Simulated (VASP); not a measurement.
# ScGa3 (Pm-3m) in VASP: single point with LDA

Aim: the single point of ScGa3 with LDA.

Everything below comes from runs of VASP 6.6.1. Logs are shortened: lines on timing, memory, paths and dates and some standing lists are left out, and cuts for length are marked.

## (1) The cell of the first run

The structure is cubic, space group Pm-3m (No. 221). The conventional cell has a = 4.095 Å, b = 4.095 Å, c = 4.095 Å, α = 90.00°, β = 90.00°, γ = 90.00°. Sc (site symmetry m-3m) has 12 Ga at 2.90 Å within 3.8 Å. Ga (site symmetry 4/mmm) has 4 Sc at 2.90 Å and 8 Ga at 2.90 Å within 3.8 Å.

## (2) Single point, LDA

Input file INCAR:

```
PREC = Accurate ; ENCUT = 500
EDIFF = 1E-6 ; ISMEAR = 0
SIGMA = 0.1 ; LREAL = False
LASPH = True ; NELM = 120
ALGO = Normal ; ISIF = 2
LWAVE = False ; LCHARG = True
GGA = CA ; LELF = True
LVHAR = True ; NBANDS = 33
GGA_COMPAT = False
```

Input file KPOINTS:

```
Automatic mesh
0
Gamma
  4 4 4
```

Input file POSCAR:

```
ScGa3
1.0
    4.0950000000      0.0000000000      0.0000000000
    0.0000000000      4.0950000000      0.0000000000
    0.0000000000      0.0000000000      4.0950000000
Sc Ga
1 3
Direct
    0.0000000000      0.0000000000      0.0000000000
    0.0000000000      0.5000000000      0.5000000000
    0.5000000000      0.0000000000      0.5000000000
    0.5000000000      0.5000000000      0.0000000000
```

Potentials or basis: VASP PAW LDA potentials, release 64 (Sc_sv, Ga_d).

Run with:

```bash
$ cat potpaw_LDA.64/Sc_sv/POTCAR potpaw_LDA.64/Ga_d/POTCAR > POTCAR
$ mpirun -np 1 vasp_std > vasp.out
```

OUTCAR:

```text
PREC = Accurate
   ENCUT = 500
   EDIFF = 1E-6
   ISMEAR = 0
   LREAL = False
   LASPH = True
   NELM = 120
   ISIF = 2
   GGA = CA

 ion  position               nearest neighbor table
   1  0.000  0.000  0.000-   2 2.90   3 2.90   4 2.90   2 2.90   3 2.90   2 2.90   4 2.90   2 2.90
                             3 2.90   4 2.90   3 2.90   4 2.90
   2  0.000  0.500  0.500-   1 2.90   3 2.90   4 2.90   1 2.90   4 2.90   1 2.90   3 2.90   1 2.90
                             3 2.90   4 2.90   4 2.90   3 2.90
   3  0.500  0.000  0.500-   1 2.90   2 2.90   4 2.90   1 2.90   4 2.90   2 2.90   4 2.90   4 2.90
                             1 2.90   2 2.90   1 2.90   2 2.90
   4  0.500  0.500  0.000-   1 2.90   2 2.90   3 2.90   2 2.90   3 2.90   1 2.90   3 2.90   3 2.90
                             1 2.90   2 2.90   2 2.90   1 2.90

  LATTYP: Found a simple cubic cell.
 ALAT       =     4.0950000000

  Lattice vectors:

 A1 = (   4.0950000000,   0.0000000000,   0.0000000000)
 A2 = (   0.0000000000,   4.0950000000,   0.0000000000)
 A3 = (   0.0000000000,   0.0000000000,   4.0950000000)

Analysis of symmetry for initial positions (statically):
=====================================================================
 Subroutine PRICEL returns:
 Original cell was already a primitive cell.

 Routine SETGRP: Setting up the symmetry group for a
 simple cubic supercell.

 Subroutine GETGRP returns: Found 48 space group operations
 (whereof 48 operations were pure point group operations)
 out of a pool of 48 trial point group operations.

The static configuration has the point symmetry O_h .

Analysis of symmetry for dynamics (positions and initial velocities):
=====================================================================
 Subroutine PRICEL returns:
 Original cell was already a primitive cell.

 Routine SETGRP: Setting up the symmetry group for a
 simple cubic supercell.

 Subroutine GETGRP returns: Found 48 space group operations
 (whereof 48 operations were pure point group operations)
 out of a pool of 48 trial point group operations.

The dynamic configuration has the point symmetry O_h .

 Subroutine INISYM returns: Found 48 space group operations
 (whereof 48 operations are pure point group operations),
 and found     1 'primitive' translations

----------------------------------------------------------------------------------------

                                     Primitive cell

  volume of cell :      68.6692

[... 76 lines left out ...]
   NELM   =    120;   NELMIN=  2; NELMDL= -5     # of ELM steps
   EDIFF  = 0.1E-05   stopping-criterion for ELM
   LREAL  =      F    real-space projection
   EDIFFG = 0.1E-04   stopping-criterion for IOM
   NSW    =      0    number of steps for IOM
   IBRION =     -1    ionic relax: 0-MD 1-quasi-New 2-CG
   NFREE  =      0    steps in history (QN), initial steepest desc. (CG)
   ISIF   =      2    stress and relaxation
   ISYM   =      2    0-nonsym 1-usesym 2-fastsym
   POTIM  = 0.5000    time-step for ionic-motion
   TEBEG  =    0.0;   TEEND  =   0.0 temperature during run
   PSTRESS=    0.0 pullay stress
   NELECT =      50.0000    total number of electrons
   NUPDOWN=      -1.0000    fix difference up-down
   EMIN   =  10.00;   EMAX   =-10.00  energy-range for DOS
   EFERMI =   0.00;   METHOD = LEGACY
   ISMEAR =     0;   SIGMA  =   0.10  broadening in eV -4-tet -1-fermi 0-gaus
   EFERMI_NEDOS =   21; number of points for ismear=-14 and -15
   IALGO  =     38    algorithm
   IMIX   =      4    mixing-type and parameters
     AMIX     =   0.40;   BMIX     =  1.00
     AMIX_MAG =   1.60;   BMIX_MAG =  1.00
  volume/ion in A,a.u.               =      17.17       115.85
  Fermi-wavevector in a.u.,A,eV,Ry     =   1.472802  2.783192 29.513005  2.169145
  Thomas-Fermi vector in A             =   2.587772
   LORBIT       =      0    0 simple, 1 ext, 2 COOP (PROOUT), +10 PAW based schemes
   GGA     = CA    functional components
   LHFCALC =     F    Hartree Fock is set to
   AEXX    =    0.0000 exact exchange contribution
   IVDW    =     0    specifies the selected vdW correction
   LEPSILON=     F    determine dielectric tensor
   LRPA    =     F    only Hartree local field effects (RPA)
 non-spin polarized calculation
 Gauss-broadening in eV      SIGMA  =   0.10
  energy-cutoff  :      500.00
  volume of cell :       68.67
 maximum number of plane-waves:      1763
 NGX is ok and might be reduce to    30
   NGX = 15   NGY = 15   NGZ = 15

 number of electron      50.0000070 magnetization

 Free energy of the ion-electron system (eV)
  ---------------------------------------------------
  ext. energy  EPLUGINS =         0.00000000
  ---------------------------------------------------
  free energy    TOTEN  =       -19.78114311 eV

  energy without entropy =      -19.76580302  energy(sigma->0) =      -19.77347306

 E-fermi :   6.2370     XC(G=0): -11.8056

 val. band max:        6.1192822219   @ k =   0.2500   0.0000   0.0000
 cond. band min:       6.2632026346   @ k =   0.5000   0.2500   0.0000
 fundamental gap:      0.1439204127
 Fermi energy:         6.2369611496

 k-point     1 :       0.0000    0.0000    0.0000
  band No.  band energies     occupation
      1     -42.6450      2.00000
      2     -21.6597      2.00000
      3     -21.6597      2.00000
      4     -21.6597      2.00000
      5      -8.9942      2.00000
      6      -8.9697      2.00000
[... 349 lines left out ...]
     32       9.7197      0.00000
     33      16.5462      0.00000

------------------------ aborting loop because EDIFF is reached ----------------------------------------

  FORCE on cell =-STRESS in cart. coord.  units (eV):
  Direction    XX          YY          ZZ          XY          YZ          ZX
  --------------------------------------------------------------------------------------
  -------------------------------------------------------------------------------------
  Total       -1.8247369     -1.8247369     -1.8247369      0.0000000      0.0000000      0.0000000
  in kB      -42.5744578    -42.5744578    -42.5744578      0.0000000      0.0000000      0.0000000
  external PRESSURE =     -42.5744578 kB  Pullay stress =       0.0000000 kB

 VOLUME and BASIS-vectors are now :
 -----------------------------------------------------------------------------
  energy-cutoff  :      500.00
  volume of cell :       68.67
      direct lattice vectors                 reciprocal lattice vectors
     4.095000000  0.000000000  0.000000000     0.244200244  0.000000000  0.000000000
     0.000000000  4.095000000  0.000000000     0.000000000  0.244200244  0.000000000
     0.000000000  0.000000000  4.095000000     0.000000000  0.000000000  0.244200244

 POSITION                                       TOTAL-FORCE (eV/Angst)
 -----------------------------------------------------------------------------------
      0.00000      0.00000      0.00000         0.000000      0.000000      0.000000
      0.00000      2.04750      2.04750         0.000000      0.000000      0.000000
      2.04750      0.00000      2.04750         0.000000      0.000000      0.000000
      2.04750      2.04750      0.00000         0.000000      0.000000      0.000000
 -----------------------------------------------------------------------------------
    total drift:                                0.000000      0.000000     -0.000000

  FREE ENERGIE OF THE ION-ELECTRON SYSTEM (eV)
  ---------------------------------------------------
  free  energy   TOTEN  =       -19.7811431105 eV

  energy  without entropy=      -19.7658030160  energy(sigma->0) =      -19.77347306
```

OSZICAR:

```text
N       E                     dE             d eps       ncg     rms          rms(c)
DAV:   1     0.416802275976E+03    0.41680E+03   -0.22377E+04   676   0.258E+03
DAV:   2     0.271694328673E+02   -0.38963E+03   -0.38023E+03   660   0.601E+02
DAV:   3    -0.193914129124E+02   -0.46561E+02   -0.45673E+02   814   0.178E+02
DAV:   4    -0.209678391578E+02   -0.15764E+01   -0.15620E+01   895   0.345E+01
DAV:   5    -0.210059110161E+02   -0.38072E-01   -0.37997E-01   864   0.544E+00    0.809E+00
DAV:   6    -0.198855903268E+02    0.11203E+01   -0.30357E+00   887   0.150E+01    0.242E+00
DAV:   7    -0.198109309896E+02    0.74659E-01   -0.16461E-01   845   0.368E+00    0.148E+00
DAV:   8    -0.197819685873E+02    0.28962E-01   -0.58118E-02   879   0.174E+00    0.209E-01
DAV:   9    -0.197812477972E+02    0.72079E-03   -0.91717E-03   887   0.110E+00    0.762E-02
DAV:  10    -0.197812077237E+02    0.40074E-04   -0.90616E-04   968   0.298E-01    0.582E-02
DAV:  11    -0.197811532351E+02    0.54489E-04   -0.52040E-04   878   0.233E-01    0.248E-02
DAV:  12    -0.197811442124E+02    0.90227E-05   -0.81623E-05   975   0.803E-02    0.670E-03
DAV:  13    -0.197811431903E+02    0.10221E-05   -0.36578E-06   708   0.159E-02    0.300E-03
DAV:  14    -0.197811431105E+02    0.79821E-07   -0.49112E-07   394   0.799E-03
   1 F= -.19781143E+02 E0= -.19773473E+02  d E =-.153401E-01
```

stdout:

```text
POSCAR found type information on POSCAR ScGa
 POSCAR found :  2 types and       4 ions
 scaLAPACK will be used
 LDA part: xc-table for (Slater(with rela. corr.)+CA(PZ))
 , standard interpolation
 POSCAR, INCAR and KPOINTS ok, starting setup
 FFT: planning ... GRIDC
 FFT: planning ... GRID_SOFT
 FFT: planning ... GRID
 WAVECAR not read
 entering main loop
```

It took 11 s on 1 thread of Intel Xeon 6975P-C (Granite Rapids), shared host; peak memory 0.14 GiB.

What came out:

```yaml
Free_energy: -19.7811 eV
Pressure: -4.3 GPa
Band_gap_on_the_k_mesh: zero (bands 25 and 26 overlap by 3.07 eV)
```

Caveat: the k points lie up to 0.38 Å⁻¹ apart, too coarse for converged energies and pressures of a metal.
